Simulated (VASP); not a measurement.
LiF, 2 atoms in the cell. The structure is tetragonal, space group I4/mmm (No. 139). Conventional cell: a = 2.877 Å, b = 2.877 Å, c = 4.028 Å, α = 90.00°, β = 90.00°, γ = 90.00°. Within 2.7 Å of Li (site symmetry 4/mmm) lie 6 F at 2.01 to 2.03 Å. F (site symmetry 4/mmm) has 6 Li at 2.01 to 2.03 Å within 2.7 Å.  This cell differs from its parent crystal: equal xx and yy strain of +1 %.

- Program: VASP 6.6.1
- Task: electric field gradients
- Functional: LDA
- Potentials or basis: VASP PAW LDA potentials, release 64 (Li_sv, F)
- Cutoff: 520 eV
- k mesh: 10 × 10 × 10
- Occupations: fermi-dirac, width 0.03 eV
- Spin: no spin polarisation
- Dipole correction: no
- Further INCAR settings: ALGO = Normal; EDIFF = 1e-08; NBANDS = 12

Potentials or basis: VASP PAW LDA potentials, release 64 (Li_sv, F).

Run with:

```console
$ cat potpaw_LDA.64/Li_sv/POTCAR potpaw_LDA.64/F/POTCAR > POTCAR
$ mpirun -np 1 vasp_std > vasp.out
```

Hardware: 1 thread of Intel(R) Xeon(R) 6975P-C (Granite Rapids), on a shared host.

Question: How long does it take, and how much memory?

Answer: Run time: 6.6 s on 1 thread of Intel(R) Xeon(R) 6975P-C (Granite Rapids), on a shared host, peak memory 0.13 GiB. Counts: scf iterations 13, k points 102.
